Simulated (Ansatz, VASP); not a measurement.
## Sc in VASP and in Ansatz

File INCAR:

```
SYSTEM = Sc
PREC     = Accurate       ! precision mode
ENCUT    = 520            ! plane-wave cutoff, eV
EDIFF    = 1E-6           ! SCF threshold, eV
ISMEAR   = -1             ! smearing method
SIGMA    = 0.08           ! smearing width, eV
LREAL    = .False.        ! projectors in reciprocal space
LASPH    = .True.         ! aspherical terms in the spheres
NELM     = 60             ! most SCF steps
ALGO     = Normal         ! electronic algorithm
ISIF     = 2              ! what is computed and relaxed
LWAVE    = .False.        ! write WAVECAR
LCHARG   = .True.         ! write CHGCAR
GGA      = PE             ! functional
LELF     = .True.         ! ELF
LVHAR    = .True.       
NBANDS   = 18             ! bands
```

File KPOINTS:

```
Automatic mesh
0
Gamma
  13 13 7
  0 0 0
```

The input POSCAR:

```
Sc
1.0
    2.4831753787      0.0000000000      0.0000000000
   -1.2415876894      2.1504929600      0.0000000000
    0.0000000000      0.0000000000      4.1634771984
Sc
2
Direct
    0.3333333333      0.6666666667      0.2500000000
    0.6666666667      0.3333333333      0.7500000000
```

Input for Ansatz:

```yaml
crystal:
  lattice:
    - [2.4831753787, 0.0, 0.0]
    - [-1.2415876894, 2.15049296, 0.0]
    - [0.0, 0.0, 4.1634771984]
  atoms:
    - { symbol: Sc, position: [0.3333333333, 0.6666666667, 0.25] }
    - { symbol: Sc, position: [0.6666666667, 0.3333333333, 0.75] }
kpoints:
  mp_grid: { grid: [13, 13, 7] }
scf:
  occupations: { method: fermi_dirac, width: 0.08 }
hamiltonian:
  xc: pbe
  pseudopotentials: { kind: all_electron, lapw: { basis_error: 0.001 } }
output:
  forces: true
  stress: true
  eigenvalues: true
  populations: true
```

Change from the starting cell: volume scaled by 0.45, LAPW.

Alike in both runs: task single point; functional PBE; k mesh 13 × 13 × 7; occupations fermi-dirac, width 0.08 eV; no spin polarisation.

|  | VASP | Ansatz |
| --- | --- | --- |
| version | VASP 6.6.1 | Ansatz 0.2.0 |
| potentials or method | VASP PAW PBE potentials, release 64 (Sc_sv), cutoff 520 eV | all-electron LAPW, scalar-relativistic |

```tsv
	VASP	Ansatz	Ansatz less VASP
pressure (GPa)	131.5	129.1	-2.35
traceless stress, the component that is largest in VASP (GPa)	0.29	0.35	+0.055
```

Both programs put the cell under a high pressure, so it lies far from rest at this level. Ansatz ran all-electron here, and VASP with PAW potentials.

Noted on VASP's run: the cell as given lies far from equilibrium.
